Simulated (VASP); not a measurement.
Write the native input for VASP 6.6.1 that does the following.

```
Task                   : single point
Functional             : r2SCAN
Potentials or basis    : VASP PAW PBE potentials, release 64 (Zr_sv, B)
Cutoff                 : 520 eV
k mesh                 : 7 × 7 × 7
Occupations            : fermi-dirac, width 0.05 eV
Spin                   : non-collinear spin, zero start, spin-orbit coupling
Starting moments       : [[0.0, 0.0, 0.0], [0.0, 0.0, 0.0]] μB
Dipole correction      : no
Further INCAR settings : ALGO = Normal; EDIFF = 1e-06; NBANDS = 27
```

Crystal: ZrB.

```xyz
2
Lattice="0.0000 2.3250 2.3250 2.3250 0.0000 2.3250 2.3250 2.3250 0.0000" Properties=species:S:1:pos:R:3 pbc="T T T"
Zr    0.0000    0.0000    0.0000
B     2.3250    2.3250    2.3250
```

The input as run:

POSCAR

```
ZrB
1.0
    0.0000000000      2.3250000000      2.3250000000
    2.3250000000      0.0000000000      2.3250000000
    2.3250000000      2.3250000000      0.0000000000
Zr B
1 1
Direct
    0.0000000000      0.0000000000      0.0000000000
    0.5000000000      0.5000000000      0.5000000000
```

INCAR.step1

```
SYSTEM = ZrB
ALGO = Normal
EDIFF = 1E-4
ENCUT = 520
GGA = PE
GGA_COMPAT = .False.
ISMEAR = -1
LASPH = .True.
LCHARG = .False.
LMAXMIX = 4
LREAL = .False.
LSORBIT = .True.
LWAVE = .True.
MAGMOM = 0 0 0 0 0 0
NBANDS = 27
NELM = 150
PREC = Accurate
SIGMA = 0.05
```

INCAR.step2

```
SYSTEM = ZrB
ALGO = Normal
EDIFF = 1E-6
ENCUT = 520
GGA_COMPAT = .False.
ISIF = 2
ISMEAR = -1
ISTART = 1
LASPH = .True.
LCHARG = .False.
LMAXMIX = 4
LMIXTAU = .True.
LORBIT = 11
LORBMOM = .True.
LREAL = .False.
LSORBIT = .True.
LWAVE = .False.
MAGMOM = 0 0 0 0 0 0
METAGGA = R2SCAN
NBANDS = 27
NELM = 150
PREC = Accurate
SIGMA = 0.05
```

KPOINTS

```
k-points
0
Gamma
  7 7 7
  0 0 0
```

Potentials or basis: VASP PAW PBE potentials, release 64 (Zr_sv, B).

Run with:

```bash
$ cat potpaw_PBE.64/Zr_sv/POTCAR potpaw_PBE.64/B/POTCAR > POTCAR
$ cp INCAR.step1 INCAR
$ mpirun -np 1 vasp_ncl > vasp.out
$ cp INCAR.step2 INCAR
$ mpirun -np 1 vasp_ncl > vasp.out
```

Results of the run:

| Quantity | Value |
| --- | --- |
| Pressure | 36.6 GPa |
| Net moment | 0.00 μB per cell |
| Valence electrons inside the program's atomic spheres | Zr 10.07; B 1.95 |

Caveat: the PAW data sets were made with another functional, which shifts forces and pressure a little.

Wall time 94 s on 1 thread of Intel(R) Xeon(R) 6975P-C (Granite Rapids) (shared host), peak memory 0.21 GiB.
